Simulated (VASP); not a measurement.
# Na2YScC6N6 (Fm-3m) in VASP: single point with PBE

Aim: the single point of Na2YScC6N6 with PBE.

Program: VASP 6.6.1. These are calculated values, not measurements. Logs are shortened: lines on timing, memory, paths and dates and some standing lists are left out, and cuts for length are marked.

### Step 1. The cell of the first run

It takes space group Fm-3m (No. 225, cubic). The conventional cell has a = 11.665 Å, b = 11.665 Å, c = 11.665 Å, α = 90.00°, β = 90.00°, γ = 90.00°. Na (site symmetry -43m) has 12 C at 4.15 Å and 12 N at 4.19 Å and 4 Y at 5.05 Å and 4 Sc at 5.05 Å within 5.4 Å. Y (site symmetry m-3m) has 6 C at 2.47 Å within 3.3 Å. Sc (site symmetry m-3m) has 6 N at 2.18 Å within 2.9 Å. C (site symmetry 4mm) has 1 N at 1.18 Å within 1.6 Å. N (site symmetry 4mm) has 1 C at 1.18 Å within 1.6 Å.

### Step 2. Single point, PBE, collinear spin, ferromagnetic start

Contents of INCAR:

```
ALGO     = Normal         # electronic algorithm
EDIFF    = 1E-6           # SCF threshold, eV
ENCUT    = 520            # plane-wave cutoff, eV
GGA      = PE             # functional
ISIF     = 2              # what is computed and relaxed
ISMEAR   = 0              # smearing method
ISPIN    = 2              # spin polarisation
LASPH    = T              # aspherical terms in the spheres
LCHARG   = F              # write CHGCAR
LMAXMIX  = 4              # l up to which the mixer works
LORBIT   = 11             # projections on sites
LREAL    = Auto         
LWAVE    = F              # write WAVECAR
MAGMOM   = 0 0 0 0 1 1 1 1 1 1 1 1 1 1 1 1 # initial moments
NBANDS   = 63             # bands
NELM     = 150            # most SCF steps
PREC     = Accurate       # precision mode
SIGMA    = 0.1            # smearing width, eV
```

Contents of KPOINTS:

```
k-points
0
Gamma
  4 4 4
```

Contents of POSCAR:

```
Na2YScC6N6
1.0
    0.0000000000      5.8322998732      5.8322998732
    5.8322998732      0.0000000000      5.8322998732
    5.8322998732      5.8322998732      0.0000000000
Na Y Sc C N
2 1 1 6 6
Direct
    0.2500000000      0.2500000000      0.2500000000
    0.7500000000      0.7500000000      0.7500000000
    0.0000000000      0.0000000000      0.0000000000
    0.5000000000      0.5000000000      0.5000000000
    0.7882445026      0.2117554974      0.2117554974
    0.2117554974      0.7882445026      0.2117554974
    0.2117554974      0.2117554974      0.7882445026
    0.2117554974      0.7882445026      0.7882445026
    0.7882445026      0.2117554974      0.7882445026
    0.7882445026      0.7882445026      0.2117554974
    0.6870214108      0.3129785892      0.3129785892
    0.3129785892      0.6870214108      0.3129785892
    0.3129785892      0.3129785892      0.6870214108
    0.3129785892      0.6870214108      0.6870214108
    0.6870214108      0.3129785892      0.6870214108
    0.6870214108      0.6870214108      0.3129785892
```

Potentials or basis: VASP PAW PBE potentials, release 64 (Na_pv, Y_sv, Sc_sv, C, N).

The run is started by

```console
cat potpaw_PBE.64/Na_pv/POTCAR potpaw_PBE.64/Y_sv/POTCAR potpaw_PBE.64/Sc_sv/POTCAR potpaw_PBE.64/C/POTCAR potpaw_PBE.64/N/POTCAR > POTCAR
mpirun -np 1 vasp_std > vasp.out
```

OUTCAR:

```text
EDIFF = 1E-6
   ENCUT = 520
   GGA = PE
   ISIF = 2
   ISMEAR = 0
   ISPIN = 2
   LASPH = T
   LORBIT = 11
   LREAL = Auto
   NELM = 150
   PREC = Accurate

 ion  position               nearest neighbor table
   1  0.250  0.250  0.250-
   2  0.750  0.750  0.750-
   3  0.000  0.000  0.000-   5 2.47   6 2.47   7 2.47   8 2.47   9 2.47  10 2.47
   4  0.500  0.500  0.500-  11 2.18  12 2.18  13 2.18  14 2.18  15 2.18  16 2.18
   5  0.788  0.212  0.212-  11 1.18   3 2.47
   6  0.212  0.788  0.212-  12 1.18   3 2.47
   7  0.212  0.212  0.788-  13 1.18   3 2.47
   8  0.212  0.788  0.788-  14 1.18   3 2.47
   9  0.788  0.212  0.788-  15 1.18   3 2.47
  10  0.788  0.788  0.212-  16 1.18   3 2.47
  11  0.687  0.313  0.313-   5 1.18   4 2.18
  12  0.313  0.687  0.313-   6 1.18   4 2.18
  13  0.313  0.313  0.687-   7 1.18   4 2.18
  14  0.313  0.687  0.687-   8 1.18   4 2.18
  15  0.687  0.313  0.687-   9 1.18   4 2.18
  16  0.687  0.687  0.313-  10 1.18   4 2.18

  LATTYP: Found a face centered cubic cell.
 ALAT       =    11.6645997464

  Lattice vectors:

 A1 = (   0.0000000000,   5.8322998732,   5.8322998732)
 A2 = (   5.8322998732,   0.0000000000,   5.8322998732)
 A3 = (   5.8322998732,   5.8322998732,   0.0000000000)

Analysis of symmetry for initial positions (statically):
=====================================================================
 Subroutine PRICEL returns:
 Original cell was already a primitive cell.

 Routine SETGRP: Setting up the symmetry group for a
 face centered cubic supercell.

 Subroutine GETGRP returns: Found 48 space group operations
 (whereof 48 operations were pure point group operations)
 out of a pool of 48 trial point group operations.

The static configuration has the point symmetry O_h .

Analysis of symmetry for dynamics (positions and initial velocities):
=====================================================================
 Subroutine PRICEL returns:
 Original cell was already a primitive cell.

 Routine SETGRP: Setting up the symmetry group for a
 face centered cubic supercell.

 Subroutine GETGRP returns: Found 48 space group operations
 (whereof 48 operations were pure point group operations)
 out of a pool of 48 trial point group operations.

The dynamic configuration has the point symmetry O_h .

Analysis of structural, dynamic, and magnetic symmetry:
=====================================================================
 Subroutine PRICEL returns:
 Original cell was already a primitive cell.

 Routine SETGRP: Setting up the symmetry group for a
 face centered cubic supercell.

 Subroutine GETGRP returns: Found 48 space group operations
 (whereof 48 operations were pure point group operations)
 out of a pool of 48 trial point group operations.

The overall configuration has the point symmetry O_h .

 Subroutine INISYM returns: Found 48 space group operations
 (whereof 48 operations are pure point group operations),
 and found     1 'primitive' translations

----------------------------------------------------------------------------------------

                                     Primitive cell

  volume of cell :     396.7798

  direct lattice vectors                    reciprocal lattice vectors
     0.000000000  5.832299873  5.832299873    -0.085729474  0.085729474  0.085729474
     5.832299873  0.000000000  5.832299873     0.085729474 -0.085729474  0.085729474
     5.832299873  5.832299873  0.000000000     0.085729474  0.085729474 -0.085729474

  length of vectors
     8.248117581  8.248117581  8.248117581     0.148487805  0.148487805  0.148487805

  position of ions in fractional coordinates (direct lattice)
     0.250000000  0.250000000  0.250000000
     0.750000000  0.750000000  0.750000000
     0.000000000  0.000000000  0.000000000
     0.500000000  0.500000000  0.500000000
     0.788244503  0.211755497  0.211755497
     0.211755497  0.788244503  0.211755497
[... 8 lines left out ...]
     0.687021411  0.312978589  0.687021411
     0.687021411  0.687021411  0.312978589

  ion indices of the primitive-cell ions
   primitive index   ion index
                 1           1
                 2           2
                 3           3
                 4           4
                 5           5
                 6           6
[... 8 lines left out ...]
                15          15
                16          16

----------------------------------------------------------------------------------------

 KPOINTS: k-points

Automatic generation of k-mesh.
 Grid dimensions read from file:
 generate k-points for:    4    4    4

 Generating k-lattice:

  Cartesian coordinates                     Fractional coordinates (reciprocal lattice)
    -0.021432368  0.021432368  0.021432368     0.250000000  0.000000000  0.000000000
     0.021432368 -0.021432368  0.021432368     0.000000000  0.250000000  0.000000000
     0.021432368  0.021432368 -0.021432368     0.000000000  0.000000000  0.250000000

  Length of vectors
     0.037121951  0.037121951  0.037121951

  Shift w.r.t. Gamma in fractional coordinates (k-lattice)
     0.000000000  0.000000000  0.000000000

 Subroutine IBZKPT returns following result:
 ===========================================

 Found      8 irreducible k-points:

 Following reciprocal coordinates:
            Coordinates               Weight
  0.000000  0.000000  0.000000      1.000000
  0.250000  0.000000  0.000000      8.000000
  0.500000  0.000000  0.000000      4.000000
  0.250000  0.250000  0.000000      6.000000
  0.500000  0.250000  0.000000     24.000000
 -0.250000  0.250000  0.000000     12.000000
  0.500000  0.500000  0.000000      3.000000
 -0.250000  0.500000  0.250000      6.000000
   k-points           NKPTS =      8   k-points in BZ     NKDIM =      8   number of bands    NBANDS=     63
   number of dos      NEDOS =    301   number of ions     NIONS =     16
   total plane-waves  NPLWV = 262144
   dimension x,y,z NGX =    64 NGY =   64 NGZ =   64
   dimension x,y,z NGXF=   128 NGYF=  128 NGZF=  128
   ions per type =               2   1   1   6   6
   NGX,Y,Z   is equivalent  to a cutoff of  12.90, 12.90, 12.90 a.u.
   NGXF,Y,Z  is equivalent  to a cutoff of  25.80, 25.80, 25.80 a.u.
 SYSTEM =  unknown system
   PREC   = accura    normal or accurate (medium, high low for compatibility)
   ISTART =      0    job   : 0-new  1-cont  2-samecut
   ICHARG =      2    charge: 1-file 2-atom 10-const
   ISPIN  =      2    spin polarized calculation?
   LNONCOLLINEAR =      F non collinear calculations
   LSORBIT =      F    spin-orbit coupling
   LASPH  =      T    aspherical Exc in radial PAW
   ENCUT  =  520.0 eV  38.22 Ry    6.18 a.u.  15.34 15.34 15.34*2*pi/ulx,y,z
   NELM   =    150;   NELMIN=  2; NELMDL= -5     # of ELM steps
   EDIFF  = 0.1E-05   stopping-criterion for ELM
   LREAL  =      T    real-space projection
   EDIFFG = 0.1E-04   stopping-criterion for IOM
   NSW    =      0    number of steps for IOM
[... 5 lines left out ...]
   TEBEG  =    0.0;   TEEND  =   0.0 temperature during run
   PSTRESS=    0.0 pullay stress
   NELECT =      90.0000    total number of electrons
   NUPDOWN=      -1.0000    fix difference up-down
   EMIN   =  10.00;   EMAX   =-10.00  energy-range for DOS
   EFERMI =   0.00;   METHOD = LEGACY
   ISMEAR =     0;   SIGMA  =   0.10  broadening in eV -4-tet -1-fermi 0-gaus
   EFERMI_NEDOS =   21; number of points for ismear=-14 and -15
   IALGO  =     38    algorithm
   IMIX   =      4    mixing-type and parameters
     AMIX     =   0.40;   BMIX     =  1.00
     AMIX_MAG =   1.60;   BMIX_MAG =  1.00
  volume/ion in A,a.u.               =      24.80       167.35
  Fermi-wavevector in a.u.,A,eV,Ry     =   0.998403  1.886708 13.562400  0.996808
  Thomas-Fermi vector in A             =   2.130624
   LORBIT       =     11    0 simple, 1 ext, 2 COOP (PROOUT), +10 PAW based schemes
   GGA     = PE    functional components
   LHFCALC =     F    Hartree Fock is set to
   AEXX    =    0.0000 exact exchange contribution
   IVDW    =     0    specifies the selected vdW correction
   LEPSILON=     F    determine dielectric tensor
   LRPA    =     F    only Hartree local field effects (RPA)
 spin polarized calculation
 Gauss-broadening in eV      SIGMA  =   0.10
  energy-cutoff  :      520.00
  volume of cell :      396.78
 maximum number of plane-waves:     10777
 NGX is ok and might be reduce to    64
   NGX = 31   NGY = 31   NGZ = 31

 number of electron      89.9999994 magnetization      -0.0004327

 number of electron      89.9999994 magnetization       0.0001740

 Free energy of the ion-electron system (eV)
  ---------------------------------------------------
  ext. energy  EPLUGINS =         0.00000000
  ---------------------------------------------------
  free energy    TOTEN  =      -122.42032559 eV

  energy without entropy =     -122.38474990  energy(sigma->0) =     -122.40253774

 E-fermi :   1.0636     XC(G=0):  -6.5489

 val. band max:        1.0096548053   @ k =   0.2500   0.0000   0.0000
 cond. band min:       1.0820685965   @ k =  -0.2500   0.2500   0.0000
 fundamental gap:      0.0724137911
 Fermi energy:         1.0635557732

 spin component 1

 k-point     1 :       0.0000    0.0000    0.0000
  band No.  band energies     occupation
      1     -48.9898      1.00000
      2     -41.5828      1.00000
      3     -27.6712      1.00000
      4     -27.6712      1.00000
      5     -27.6712      1.00000
      6     -26.4717      1.00000
[... 469 lines left out ...]
     56       3.6771      0.00000
     57       3.8222      0.00000
 Fermi energy:         1.0635557732

 spin component 2

 k-point     1 :       0.0000    0.0000    0.0000
  band No.  band energies     occupation
      1     -48.9898      1.00000
      2     -41.5828      1.00000
      3     -27.6712      1.00000
      4     -27.6712      1.00000
      5     -27.6712      1.00000
      6     -26.4717      1.00000
[... 469 lines left out ...]
     56       3.6771      0.00000
     57       3.8221      0.00000
 [bands above 57 left out]

------------------------ aborting loop because EDIFF is reached ----------------------------------------

  FORCE on cell =-STRESS in cart. coord.  units (eV):
  Direction    XX          YY          ZZ          XY          YZ          ZX
  --------------------------------------------------------------------------------------
  -------------------------------------------------------------------------------------
  Total        0.7800584      0.7800584      0.7800584     -0.0000000      0.0000000     -0.0000000
  in kB        3.1498375      3.1498375      3.1498375     -0.0000000      0.0000000     -0.0000000
  external PRESSURE =       3.1498375 kB  Pullay stress =       0.0000000 kB

 VOLUME and BASIS-vectors are now :
 -----------------------------------------------------------------------------
  energy-cutoff  :      520.00
  volume of cell :      396.78
      direct lattice vectors                 reciprocal lattice vectors
     0.000000000  5.832299873  5.832299873    -0.085729474  0.085729474  0.085729474
     5.832299873  0.000000000  5.832299873     0.085729474 -0.085729474  0.085729474
     5.832299873  5.832299873  0.000000000     0.085729474  0.085729474 -0.085729474

 POSITION                                       TOTAL-FORCE (eV/Angst)
 -----------------------------------------------------------------------------------
      2.91615      2.91615      2.91615         0.000000      0.000000     -0.000000
      8.74845      8.74845      8.74845         0.000000      0.000000     -0.000000
      0.00000      0.00000      0.00000         0.000000      0.000000     -0.000000
      5.83230      5.83230      5.83230        -0.000000     -0.000000     -0.000000
      2.47004      5.83230      5.83230        -0.367323      0.000000     -0.000000
      5.83230      2.47004      5.83230         0.000000     -0.367323     -0.000000
[... 8 lines left out ...]
      5.83230      8.01383      5.83230         0.000000     -0.310813     -0.000000
      5.83230      5.83230      8.01383         0.000000      0.000000     -0.310813
 -----------------------------------------------------------------------------------
    total drift:                               -0.000000     -0.000000      0.000000

  FREE ENERGIE OF THE ION-ELECTRON SYSTEM (eV)
  ---------------------------------------------------
  free  energy   TOTEN  =      -122.4203255861 eV

  energy  without entropy=     -122.3847498974  energy(sigma->0) =     -122.40253774

 total charge

# of ion       s       p       d       f       tot
--------------------------------------------------
    1        0.017   5.944   0.000   0.000   5.961
    2        0.017   5.944   0.000   0.000   5.961
    3        2.174   6.470   0.949   0.064   9.657
    4        2.190   6.236   1.021   0.000   9.447
    5        0.968   1.593   0.000   0.000   2.561
    6        0.968   1.593   0.000   0.000   2.561
[... 8 lines left out ...]
   15        1.312   2.580   0.000   0.000   3.893
   16        1.312   2.580   0.000   0.000   3.893
--------------------------------------------------
tot         18.081  49.632   1.970   0.064  69.748

 magnetization (x)

# of ion       s       p       d       f       tot
--------------------------------------------------
    1        0.000  -0.000   0.000   0.000   0.000
    2        0.000  -0.000   0.000   0.000   0.000
    3       -0.000  -0.000  -0.000  -0.000  -0.000
    4       -0.000  -0.000  -0.000   0.000  -0.000
    5        0.000   0.000   0.000   0.000   0.000
    6        0.000   0.000   0.000   0.000   0.000
[... 8 lines left out ...]
   15        0.000   0.000   0.000   0.000   0.000
   16        0.000   0.000   0.000   0.000   0.000
--------------------------------------------------
tot          0.000   0.000  -0.000  -0.000  -0.000
```

Wall time 35 min (1 thread of Intel Xeon 8259CL, shared host); peak memory 0.95 GiB.

What came out:

| Quantity | Value |
| --- | --- |
| Free energy | -122.4203 eV |
| Pressure | 0.3 GPa |
| Largest force | 0.367 eV/Å |
| Band gap on the k mesh | zero (filled and empty bands overlap) |
| Net moment | 0.00 μB per cell |
| Valence electrons inside the program's atomic spheres | Na 5.96; Y 9.66; Sc 9.45; C 2.56; N 3.89 |

Forces in eV/Å, atoms in the order of the input:
```
Na   0.000  0.000  0.000
Na   0.000  0.000  0.000
Y    0.000  0.000  0.000
Sc   0.000  0.000  0.000
C   -0.367  0.000  0.000
C    0.000 -0.367  0.000
C    0.000  0.000 -0.367
C    0.367  0.000  0.000
C    0.000  0.367  0.000
C    0.000  0.000  0.367
N    0.311  0.000  0.000
N    0.000  0.311  0.000
N    0.000  0.000  0.311
N   -0.311  0.000  0.000
N    0.000 -0.311  0.000
N    0.000  0.000 -0.311
```

The gap in the log of VASP goes by the Fermi energy; the results here count the filled bands.